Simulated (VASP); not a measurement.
# Au (Fm-3m) in VASP: notebook

The runs below take Au through single point, with PBE.

All numbers are computed with VASP 6.6.1; they aren't measurements. Logs are shortened: lines on timing, memory, paths and dates and some standing lists are left out, and cuts for length are marked.

## (1) The cell of the first run

Symmetry: Fm-3m, No. 225, cubic system. The conventional cell has a = 4.116 Å, b = 4.116 Å, c = 4.116 Å, α = 90.00°, β = 90.00°, γ = 90.00°. Au (site symmetry m-3m) has 12 Au at 2.91 Å within 3.8 Å.

## (2) Single point, PBE (volume scaled by 0.97)

INCAR reads:

```
PREC     = Accurate       # precision mode
ENCUT    = 520            # plane-wave cutoff, eV
EDIFF    = 1E-6           # SCF threshold, eV
ISMEAR   = 0              # smearing method
SIGMA    = 0.1            # smearing width, eV
LREAL    = F              # projectors in reciprocal space
LASPH    = T              # aspherical terms in the spheres
NELM     = 100            # most SCF steps
ALGO     = Normal         # electronic algorithm
ISIF     = 2              # what is computed and relaxed
LWAVE    = F              # write WAVECAR
LCHARG   = T              # write CHGCAR
GGA      = PE             # functional
LELF     = T              # ELF
LVHAR    = T            
NBANDS   = 12             # bands
```

KPOINTS reads:

```
regular mesh
0
Gamma
  18 18 18
```

POSCAR reads:

```
Au
1.0
    0.0000000000      2.0580546433      2.0580546433
    2.0580546433      0.0000000000      2.0580546433
    2.0580546433      2.0580546433      0.0000000000
Au
1
Direct
    0.0000000000      0.0000000000      0.0000000000
```

Potentials or basis: VASP PAW PBE potentials, release 64 (Au).

Launch:

```sh
$ cat potpaw_PBE.64/Au/POTCAR > POTCAR
$ mpirun -np 1 vasp_std > vasp.out
```

OUTCAR:

```text
PREC = Accurate
   ENCUT = 520
   EDIFF = 1E-6
   ISMEAR = 0
   LREAL = F
   LASPH = T
   NELM = 100
   ISIF = 2
   GGA = PE

 ion  position               nearest neighbor table
   1  0.000  0.000  0.000-

  LATTYP: Found a face centered cubic cell.
 ALAT       =     4.1161092866

  Lattice vectors:

 A1 = (   0.0000000000,   2.0580546433,   2.0580546433)
 A2 = (   2.0580546433,   0.0000000000,   2.0580546433)
 A3 = (   2.0580546433,   2.0580546433,   0.0000000000)

Analysis of symmetry for initial positions (statically):
=====================================================================
 Subroutine PRICEL returns:
 Original cell was already a primitive cell.

 Routine SETGRP: Setting up the symmetry group for a
 face centered cubic supercell.

 Subroutine GETGRP returns: Found 48 space group operations
 (whereof 48 operations were pure point group operations)
 out of a pool of 48 trial point group operations.

The static configuration has the point symmetry O_h .

Analysis of symmetry for dynamics (positions and initial velocities):
=====================================================================
 Subroutine PRICEL returns:
 Original cell was already a primitive cell.

 Routine SETGRP: Setting up the symmetry group for a
 face centered cubic supercell.

 Subroutine GETGRP returns: Found 48 space group operations
 (whereof 48 operations were pure point group operations)
 out of a pool of 48 trial point group operations.

The dynamic configuration has the point symmetry O_h .

 Subroutine INISYM returns: Found 48 space group operations
 (whereof 48 operations are pure point group operations),
 and found     1 'primitive' translations

----------------------------------------------------------------------------------------

                                     Primitive cell

  volume of cell :      17.4341

  direct lattice vectors                    reciprocal lattice vectors
     0.000000000  2.058054643  2.058054643    -0.242947874  0.242947874  0.242947874
     2.058054643  0.000000000  2.058054643     0.242947874 -0.242947874  0.242947874
     2.058054643  2.058054643  0.000000000     0.242947874  0.242947874 -0.242947874

  length of vectors
     2.910528789  2.910528789  2.910528789     0.420798061  0.420798061  0.420798061

  position of ions in fractional coordinates (direct lattice)
     0.000000000  0.000000000  0.000000000

  ion indices of the primitive-cell ions
   primitive index   ion index
                 1           1

----------------------------------------------------------------------------------------

 KPOINTS: regular mesh

Automatic generation of k-mesh.
 Grid dimensions read from file:
 generate k-points for:   18   18   18

 Generating k-lattice:

  Cartesian coordinates                     Fractional coordinates (reciprocal lattice)
    -0.013497104  0.013497104  0.013497104     0.055555556  0.000000000  0.000000000
     0.013497104 -0.013497104  0.013497104     0.000000000  0.055555556  0.000000000
     0.013497104  0.013497104 -0.013497104     0.000000000  0.000000000  0.055555556

  Length of vectors
     0.023377670  0.023377670  0.023377670

  Shift w.r.t. Gamma in fractional coordinates (k-lattice)
     0.000000000  0.000000000  0.000000000

 Subroutine IBZKPT returns following result:
 ===========================================

 Found    195 irreducible k-points:

 Following reciprocal coordinates:
            Coordinates               Weight
  0.000000  0.000000  0.000000      1.000000
  0.055556  0.000000  0.000000      8.000000
  0.111111  0.000000  0.000000      8.000000
  0.166667  0.000000  0.000000      8.000000
  0.222222  0.000000  0.000000      8.000000
  0.277778  0.000000  0.000000      8.000000
[... 16 lines left out ...]
 -0.277778  0.055556  0.000000     24.000000
 -0.222222  0.055556  0.000000     24.000000
 [... further k-points ...]
   k-points           NKPTS =    195   k-points in BZ     NKDIM =    195   number of bands    NBANDS=     12
   number of dos      NEDOS =    301   number of ions     NIONS =      1
   total plane-waves  NPLWV =  13824
   dimension x,y,z NGX =    24 NGY =   24 NGZ =   24
   dimension x,y,z NGXF=    48 NGYF=   48 NGZF=   48
   ions per type =               1
   NGX,Y,Z   is equivalent  to a cutoff of  13.71, 13.71, 13.71 a.u.
   NGXF,Y,Z  is equivalent  to a cutoff of  27.42, 27.42, 27.42 a.u.
 SYSTEM =  unknown system
   PREC   = accura    normal or accurate (medium, high low for compatibility)
   ISTART =      0    job   : 0-new  1-cont  2-samecut
   ICHARG =      2    charge: 1-file 2-atom 10-const
   ISPIN  =      1    spin polarized calculation?
   LNONCOLLINEAR =      F non collinear calculations
   LSORBIT =      F    spin-orbit coupling
   LASPH  =      T    aspherical Exc in radial PAW
   ENCUT  =  520.0 eV  38.22 Ry    6.18 a.u.   5.41  5.41  5.41*2*pi/ulx,y,z
   NELM   =    100;   NELMIN=  2; NELMDL= -5     # of ELM steps
   EDIFF  = 0.1E-05   stopping-criterion for ELM
   LREAL  =      F    real-space projection
   EDIFFG = 0.1E-04   stopping-criterion for IOM
   NSW    =      0    number of steps for IOM
   IBRION =     -1    ionic relax: 0-MD 1-quasi-New 2-CG
   NFREE  =      0    steps in history (QN), initial steepest desc. (CG)
   ISIF   =      2    stress and relaxation
   ISYM   =      2    0-nonsym 1-usesym 2-fastsym
   POTIM  = 0.5000    time-step for ionic-motion
   TEBEG  =    0.0;   TEEND  =   0.0 temperature during run
   PSTRESS=    0.0 pullay stress
   NELECT =      11.0000    total number of electrons
   NUPDOWN=      -1.0000    fix difference up-down
   EMIN   =  10.00;   EMAX   =-10.00  energy-range for DOS
   EFERMI =   0.00;   METHOD = LEGACY
   ISMEAR =     0;   SIGMA  =   0.10  broadening in eV -4-tet -1-fermi 0-gaus
   EFERMI_NEDOS =   21; number of points for ismear=-14 and -15
   IALGO  =     38    algorithm
   IMIX   =      4    mixing-type and parameters
     AMIX     =   0.40;   BMIX     =  1.00
     AMIX_MAG =   1.60;   BMIX_MAG =  1.00
  volume/ion in A,a.u.               =      17.43       117.65
  Fermi-wavevector in a.u.,A,eV,Ry     =   1.404124  2.653410 26.824763  1.971564
  Thomas-Fermi vector in A             =   2.526717
   LORBIT       =      0    0 simple, 1 ext, 2 COOP (PROOUT), +10 PAW based schemes
   GGA     = PE    functional components
   LHFCALC =     F    Hartree Fock is set to
   AEXX    =    0.0000 exact exchange contribution
   IVDW    =     0    specifies the selected vdW correction
   LEPSILON=     F    determine dielectric tensor
   LRPA    =     F    only Hartree local field effects (RPA)
 non-spin polarized calculation
 Gauss-broadening in eV      SIGMA  =   0.10
  energy-cutoff  :      520.00
  volume of cell :       17.43
 maximum number of plane-waves:       489
 NGX is ok and might be reduce to    24
   NGX = 11   NGY = 11   NGZ = 11

 number of electron      11.0000001 magnetization

 Free energy of the ion-electron system (eV)
  ---------------------------------------------------
  ext. energy  EPLUGINS =         0.00000000
  ---------------------------------------------------
  free energy    TOTEN  =        -3.21524145 eV

  energy without entropy =       -3.21392729  energy(sigma->0) =       -3.21458437

 E-fermi :   9.0666     XC(G=0): -12.5806

 val. band max:        9.0599648328   @ k =   0.5000   0.2778   0.1111
 cond. band min:       9.0806766431   @ k =   0.5000   0.1667   0.0556
 fundamental gap:      0.0207118104
 Fermi energy:         9.0666479936

 k-point     1 :       0.0000    0.0000    0.0000
  band No.  band energies     occupation
      1      -0.5178      2.00000
      2       4.5285      2.00000
      3       4.5285      2.00000
      4       4.5285      2.00000
      5       5.9835      2.00000
      6       5.9835      2.00000
      7      23.6503      0.00000
      8      27.5192      0.00000
      9      27.5192      0.00000
     10      27.5192      0.00000
     11      32.3507      0.00000
     12      36.7437      0.00000

 k-point     2 :       0.0556    0.0000    0.0000
  band No.  band energies     occupation
      1      -0.4121      2.00000
      2       4.4945      2.00000
      3       4.5646      2.00000
      4       4.5646      2.00000
      5       5.9671      2.00000
      6       5.9671      2.00000
      7      23.7718      0.00000
      8      26.8046      0.00000
      9      27.6410      0.00000
     10      27.6410      0.00000
     11      32.9425      0.00000
     12      35.4395      0.00000

 k-point     3 :       0.1111    0.0000    0.0000
  band No.  band energies     occupation
      1      -0.1031      2.00000
      2       4.4085      2.00000
      3       4.6588      2.00000
      4       4.6588      2.00000
      5       5.9340      2.00000
      6       5.9340      2.00000
      7      24.0313      0.00000
      8      25.3381      0.00000
      9      27.9831      0.00000
     10      27.9831      0.00000
     11      32.6137      0.00000
     12      34.8165      0.00000

 k-point     4 :       0.1667    0.0000    0.0000
  band No.  band energies     occupation
      1       0.3789      2.00000
      2       4.3201      2.00000
      3       4.7643      2.00000
      4       4.7643      2.00000
      5       5.9347      2.00000
      6       5.9347      2.00000
      7      23.1792      0.00000
      8      24.7162      0.00000
      9      28.4583      0.00000
     10      28.4583      0.00000
     11      31.2446      0.00000
     12      33.3934      0.00000

 k-point     5 :       0.2222    0.0000    0.0000
  band No.  band energies     occupation
      1       0.9622      2.00000
      2       4.3242      2.00000
      3       4.8097      2.00000
      4       4.8097      2.00000
      5       6.0410      2.00000
      6       6.0410      2.00000
      7      21.1924      0.00000
      8      24.7814      0.00000
      9      28.8176      0.00000
     10      28.8176      0.00000
     11      30.6019      0.00000
     12      32.2302      0.00000
[... 228 lines left out ...]
      1       2.0620      2.00000
      2       4.5218      2.00000
      3       4.6030      2.00000
      4       6.1952      2.00000
      5       6.8152      2.00000
      6       7.6293      2.00000
      7      14.1353      0.00000
      8      23.4346      0.00000
      9      25.6705      0.00000
     10      26.9343      0.00000
     11      32.8228      0.00000
     12      33.4291      0.00000

 k-point    22 :      -0.3333    0.0556    0.0000
  band No.  band energies     occupation
      1       1.9862      2.00000
      2       4.6121      2.00000
      3       4.6871      2.00000
      4       5.3628      2.00000
      5       6.5014      2.00000
      6       7.0743      2.00000
      7      16.1748      0.00000
      8      23.8180      0.00000
      9      26.1508      0.00000
     10      28.0352      0.00000
     11      31.7143      0.00000
     12      32.7919      0.00000

 k-point    23 :      -0.2778    0.0556    0.0000
  band No.  band energies     occupation
      1       1.7329      2.00000
      2       4.5786      2.00000
      3       4.7837      2.00000
      4       4.7877      2.00000
      5       6.1677      2.00000
      6       6.6794      2.00000
      7      18.3514      0.00000
      8      24.2870      0.00000
      9      26.8130      0.00000
     10      29.3734      0.00000
     11      30.5245      0.00000
     12      31.9633      0.00000

 k-point    24 :      -0.2222    0.0556    0.0000
  band No.  band energies     occupation
      1       1.2456      2.00000
      2       4.2791      2.00000
      3       4.8236      2.00000
      4       4.8588      2.00000
      5       5.8958      2.00000
      6       6.3586      2.00000
      7      20.5365      0.00000
      8      24.6620      0.00000
      9      27.4186      0.00000
     10      29.7598      0.00000
     11      30.2485      0.00000
     12      31.7228      0.00000

 [... further k-points ...]
[... 5 lines left out ...]
  --------------------------------------------------------------------------------------
  -------------------------------------------------------------------------------------
  Total        0.4795268      0.4795268      0.4795268     -0.0000000     -0.0000000      0.0000000
  in kB       44.0679456     44.0679456     44.0679456     -0.0000000     -0.0000000      0.0000000
  external PRESSURE =      44.0679456 kB  Pullay stress =       0.0000000 kB

 VOLUME and BASIS-vectors are now :
 -----------------------------------------------------------------------------
  energy-cutoff  :      520.00
  volume of cell :       17.43
      direct lattice vectors                 reciprocal lattice vectors
     0.000000000  2.058054643  2.058054643    -0.242947874  0.242947874  0.242947874
     2.058054643  0.000000000  2.058054643     0.242947874 -0.242947874  0.242947874
     2.058054643  2.058054643  0.000000000     0.242947874  0.242947874 -0.242947874

 POSITION                                       TOTAL-FORCE (eV/Angst)
 -----------------------------------------------------------------------------------
      0.00000      0.00000      0.00000        -0.000000     -0.000000     -0.000000
 -----------------------------------------------------------------------------------
    total drift:                               -0.000000      0.000000      0.000000

  FREE ENERGIE OF THE ION-ELECTRON SYSTEM (eV)
  ---------------------------------------------------
  free  energy   TOTEN  =        -3.2152414459 eV

  energy  without entropy=       -3.2139272881  energy(sigma->0) =       -3.21458437
```

Run time: 11 s. Hardware: 1 thread of Intel Xeon 6975P-C (Granite Rapids), shared host; peak memory 0.16 GiB.

What came out:

```
Free energy : -3.2152 eV
Pressure    : 4.4 GPa
```

Levels at points of the mesh, in eV from the Fermi level:
```
           k point  band 2  band 3  band 4  band 5  band 6  band 7  band 8  band 9  band 10  band 11
(0.00, 0.00, 0.00)   -4.54   -4.54   -4.54   -3.08   -3.08   14.58   18.45   18.45    18.45    23.28
(0.50, 0.00, 0.00)   -4.57   -4.57   -1.93   -1.93   -0.82    2.98   14.03   16.99    16.99    24.62
(0.50, 0.50, 0.00)   -6.52   -1.97   -1.62   -1.62    1.12    5.62    9.98    9.98    17.00    19.54
```

Caveat: the cell differs from its parent crystal (volume scaled by 0.97); spin-orbit coupling is left out, which moves the levels of the heavy elements.

## (3) Single point, PBE

This run uses another cell than the first one, of 17.97 Å³/atom, 1.031 times its volume.

INCAR reads:

```
SYSTEM = Au
PREC = Accurate ; ENCUT = 520
EDIFF = 1E-7 ; ISMEAR = 0
SIGMA = 0.1 ; LREAL = .False.
LASPH = .True. ; NELM = 100
ALGO = Normal ; ISIF = 2
LWAVE = .False. ; LCHARG = .True.
GGA = PE ; LELF = .True.
LVHAR = .True. ; NBANDS = 12
```

KPOINTS reads:

```
Automatic mesh
0
Gamma
  18 18 18
  0 0 0
```

POSCAR reads:

```
Au
1.0
    0.0000000000      2.0790566514      2.0790566514
    2.0790566514      0.0000000000      2.0790566514
    2.0790566514      2.0790566514      0.0000000000
Au
1
Direct
    0.0000000000      0.0000000000      0.0000000000
```

Potentials or basis: VASP PAW PBE potentials, release 64 (Au).

Launch:

```sh
$ cat potpaw_PBE.64/Au/POTCAR > POTCAR
$ mpirun -np 1 vasp_std > vasp.out
```

OUTCAR:

```text
SYSTEM = Au
   PREC = Accurate
   ENCUT = 520
   EDIFF = 1E-7
   ISMEAR = 0
   LREAL = .False.
   LASPH = .True.
   NELM = 100
   ISIF = 2
   GGA = PE

 ion  position               nearest neighbor table
   1  0.000  0.000  0.000-

  LATTYP: Found a face centered cubic cell.
 ALAT       =     4.1581133028

  Lattice vectors:

 A1 = (   0.0000000000,   2.0790566514,   2.0790566514)
 A2 = (   2.0790566514,   0.0000000000,   2.0790566514)
 A3 = (   2.0790566514,   2.0790566514,   0.0000000000)

Analysis of symmetry for initial positions (statically):
=====================================================================
 Subroutine PRICEL returns:
 Original cell was already a primitive cell.

 Routine SETGRP: Setting up the symmetry group for a
 face centered cubic supercell.

 Subroutine GETGRP returns: Found 48 space group operations
 (whereof 48 operations were pure point group operations)
 out of a pool of 48 trial point group operations.

The static configuration has the point symmetry O_h .

Analysis of symmetry for dynamics (positions and initial velocities):
=====================================================================
 Subroutine PRICEL returns:
[... 161 lines left out ...]
 Fermi energy:         8.5637189714

 k-point     1 :       0.0000    0.0000    0.0000
  band No.  band energies     occupation
      1      -0.6939      2.00000
      2       4.1954      2.00000
      3       4.1954      2.00000
      4       4.1954      2.00000
      5       5.5736      2.00000
      6       5.5736      2.00000
      7      23.1932      0.00000
      8      26.8861      0.00000
      9      26.8861      0.00000
     10      26.8861      0.00000
     11      31.6247      0.00000
     12      35.7041      0.00000
[... 331 lines left out ...]
 k-point    24 :      -0.2222    0.0556    0.0000
  band No.  band energies     occupation
      1       1.0269      2.00000
      2       3.9663      2.00000
      3       4.4783      2.00000
      4       4.5105      2.00000
      5       5.4945      2.00000
      6       5.9325      2.00000
      7      19.8450      0.00000
      8      24.1030      0.00000
      9      26.6295      0.00000
     10      29.0669      0.00000
     11      29.3842      0.00000
     12      30.9386      0.00000

 [... further k-points ...]
[... 5 lines left out ...]
  --------------------------------------------------------------------------------------
  -------------------------------------------------------------------------------------
  Total       -0.0295356     -0.0295356     -0.0295356     -0.0000000     -0.0000000      0.0000000
  in kB       -2.6328613     -2.6328613     -2.6328613     -0.0000000     -0.0000000      0.0000000
  external PRESSURE =      -2.6328613 kB  Pullay stress =       0.0000000 kB

 VOLUME and BASIS-vectors are now :
 -----------------------------------------------------------------------------
  energy-cutoff  :      520.00
  volume of cell :       17.97
      direct lattice vectors                 reciprocal lattice vectors
     0.000000000  2.079056651  2.079056651    -0.240493687  0.240493687  0.240493687
     2.079056651  0.000000000  2.079056651     0.240493687 -0.240493687  0.240493687
     2.079056651  2.079056651  0.000000000     0.240493687  0.240493687 -0.240493687

 POSITION                                       TOTAL-FORCE (eV/Angst)
 -----------------------------------------------------------------------------------
      0.00000      0.00000      0.00000         0.000000     -0.000000     -0.000000
 -----------------------------------------------------------------------------------
    total drift:                               -0.000000     -0.000000     -0.000000

  FREE ENERGIE OF THE ION-ELECTRON SYSTEM (eV)
  ---------------------------------------------------
  free  energy   TOTEN  =        -3.2223611654 eV

  energy  without entropy=       -3.2210948346  energy(sigma->0) =       -3.22172800
```

Wall time 12 s (1 thread of Intel Xeon 6975P-C (Granite Rapids), shared host); peak memory 0.17 GiB.

What came out:

| Property | Result |
| --- | --- |
| Free energy | -3.2224 eV |
| Pressure | -0.3 GPa |

Caveat: spin-orbit coupling is left out, which moves the levels of the heavy elements.

[end of part 1 of 2]
